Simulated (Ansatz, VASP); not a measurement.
# MoS2: VASP beside Ansatz

INCAR

```
  PREC = Accurate
  ENCUT = 520
  EDIFF = 1E-6
  ISMEAR = 0
  SIGMA = 0.05
  LREAL = False
  LASPH = True
  NELM = 60
  ALGO = Normal
  ISIF = 2
  LWAVE = False
  LCHARG = False
  GGA = PE
  IVDW = 12
  NBANDS = 35
```

The input KPOINTS:

```
regular mesh
0
Gamma
  12 12 4
```

File POSCAR:

```
MoS2
1.0
    3.1493511256      0.0000000000      0.0000000000
   -1.5746755628      2.7274180802      0.0000000000
    0.0000000000      0.0000000000     11.9093925757
Mo S
2 4
Direct
    0.3333333333      0.6666666667      0.2500000000
    0.6666666667      0.3333333333      0.7500000000
    0.3333333333      0.6666666667      0.6204905688
    0.6666666667      0.3333333333      0.1204905688
    0.3333333333      0.6666666667      0.8795094312
    0.6666666667      0.3333333333      0.3795094312
```

Input for Ansatz:

```yaml
crystal:
  lattice:
    - [3.1493511256, 0.0, 0.0]
    - [-1.5746755628, 2.7274180802, 0.0]
    - [0.0, 0.0, 11.9093925757]
  atoms:
    - { symbol: Mo, position: [0.3333333333, 0.6666666667, 0.25] }
    - { symbol: Mo, position: [0.6666666667, 0.3333333333, 0.75] }
    - { symbol: S, position: [0.3333333333, 0.6666666667, 0.6204905688] }
    - { symbol: S, position: [0.6666666667, 0.3333333333, 0.1204905688] }
    - { symbol: S, position: [0.3333333333, 0.6666666667, 0.8795094312] }
    - { symbol: S, position: [0.6666666667, 0.3333333333, 0.3795094312] }
basis:
  ecutwfc: 420
kpoints:
  mp_grid: { grid: [12, 12, 4] }
hamiltonian:
  xc: pbe
  dispersion: d3bj
scf:
  occupations: { method: gaussian, width: 0.05 }
output:
  forces: true
  stress: true
  eigenvalues: true
```

Change from the starting cell: strain +0.000 along x and y, -0.015 along z, atoms carried along.

Alike in both runs: task single point; functional PBE; dispersion D3(BJ); k mesh 12 × 12 × 4; occupations gaussian, width 0.05 eV; no spin polarisation.

|  | VASP | Ansatz |
| --- | --- | --- |
| version | VASP 6.6.1 | Ansatz 0.2.0 |
| potentials or method | VASP PAW PBE potentials, release 64 (Mo_sv, S), cutoff 520 eV | scalar-relativistic, plane waves, PAW |
| valence electrons in the cell | 52 | 52 |

```csv
,VASP,Ansatz,Ansatz less VASP
gap on the k mesh at the Fermi level (eV),0.73,0.72,-0.017
least direct gap on the mesh (eV),1.66,1.66,-0.004
pressure (GPa),2.5,2.6,+0.16
"traceless stress, the component that is largest in VASP (GPa)",2.09,2.14,+0.043
rms of the force components (eV/Å),0.196,0.204,+0.0074
```

Atom by atom the forces differ by 0.007 eV/Å (rms over components).
